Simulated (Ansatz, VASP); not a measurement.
# Zr in VASP and in Ansatz

```
Zr
1.0
     0.00000    3.08121    3.08121
     3.08121    0.00000    3.08121
     3.08121    3.08121    0.00000
Zr
2
Direct
  0.87500 0.87500 0.87500
  0.12500 0.12500 0.12500
```

Change from the starting cell: shortest bond scaled by 1, PAW files.

Alike in both runs: task single point; functional PBE; k mesh 9 × 9 × 9; occupations fermi-dirac, width 0.05 eV; no spin polarisation.

|  | VASP | Ansatz |
| --- | --- | --- |
| version | VASP 6.6.1 | Ansatz 0.2.0 |
| potentials or method | VASP PAW PBE potentials, release 64 (Zr_sv) | PAW with Ansatz's default frozen-core files, scalar-relativistic |
| plane-wave cutoff (eV) | 520 | 420 |
| valence electrons in the cell | 24 | 24 |

|  | VASP | Ansatz | Ansatz less VASP |
| --- | --- | --- | --- |
| pressure (GPa) | 2.4 | 2.2 | -0.13 |
